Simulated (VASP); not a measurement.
A run of VASP 6.6.1 is set up as follows.

File INCAR:

```
SYSTEM = Y2Ge3
  PREC = Accurate
  ENCUT = 520
  EDIFF = 1E-7
  ISMEAR = -1
  SIGMA = 0.05
  LREAL = .FALSE.
  LASPH = .TRUE.
  NELM = 80
  ALGO = Normal
  ISIF = 2
  LWAVE = .FALSE.
  LCHARG = .FALSE.
  GGA = PE
  NBANDS = 40
```

The input KPOINTS:

```
Automatic mesh
0
G
  7 7 4
  0 0 0
```

File POSCAR:

```
Y2Ge3
1.0
    4.3924264328      0.0000000000      0.0000000000
   -2.1962132164      3.8039528751      0.0000000000
    0.0000000000      0.0000000000      7.1072950000
Y Ge
2 3
Direct
    0.0000000000      0.0000000000      0.2700710000
    0.0000000000      0.0000000000      0.7299290000
    0.6666666667      0.3333333333      0.0000000000
    0.6666666667      0.3333333333      0.5000000000
    0.3333333333      0.6666666667      0.0000000000
```

Potentials or basis: VASP PAW PBE potentials, release 64 (Y_sv, Ge_d).

Launch:

```bash
$ cat potpaw_PBE.64/Y_sv/POTCAR potpaw_PBE.64/Ge_d/POTCAR > POTCAR
$ mpirun -np 1 vasp_std > vasp.out
```

Task: Estimate the pressure.

Result: 0.3 GPa.

Task: What does it give for the largest force?

Result: 0.149 eV/Å.

Forces in eV/Å, atoms in the order of the input:
```
Y    0.000  0.000 -0.149
Y    0.000  0.000  0.149
Ge   0.000  0.000  0.000
Ge   0.000  0.000  0.000
Ge   0.000  0.000  0.000
```
